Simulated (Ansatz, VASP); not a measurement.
**BaTiO3: VASP beside Ansatz**

```xyz
10
Lattice="-3.9984 0.0000 -3.9984 0.0000 -3.9984 0.0000 -3.9984 0.0000 3.9984" Properties=species:S:1:pos:R:3 pbc="T T T"
Ba    0.0000    0.0000    0.0000
Ba   -3.9984    0.0000    0.0000
Ti   -1.9992   -1.9992    1.9992
Ti   -1.9992   -1.9992   -1.9992
O    -3.9984   -1.9992   -1.9992
O    -3.9984   -1.9992    1.9992
O    -1.9992    0.0000    1.9992
O    -1.9992    0.0000   -1.9992
O    -5.9976   -1.9992    0.0000
O    -1.9992   -1.9992    0.0000
```

Alike in both runs: task single point; functional r2SCAN; k mesh 5 × 7 × 5; no spin polarisation; Hubbard terms Ti d U = 4.49 eV.

|  | VASP | Ansatz |
| --- | --- | --- |
| version | VASP 6.6.1 | Ansatz 0.2.0 |
| potentials or method | VASP PAW PBE potentials, release 64 (Ba_sv, Ti_sv, O), cutoff 520 eV | PAW plane waves |
| occupations | fermi-dirac, width 0.1 eV | fermi-dirac |
| valence electrons in the cell | 80 | 80 |

|  | VASP | Ansatz | Ansatz less VASP |
| --- | --- | --- | --- |
| pressure (GPa) | 5.1 | 0.9 | -4.12 |

VASP's potentials were made for PBE, not for r2SCAN. The programs project onto different local orbitals, so the same U acts differently, and such runs can settle in different states.

Neither program's run includes spin-orbit coupling.
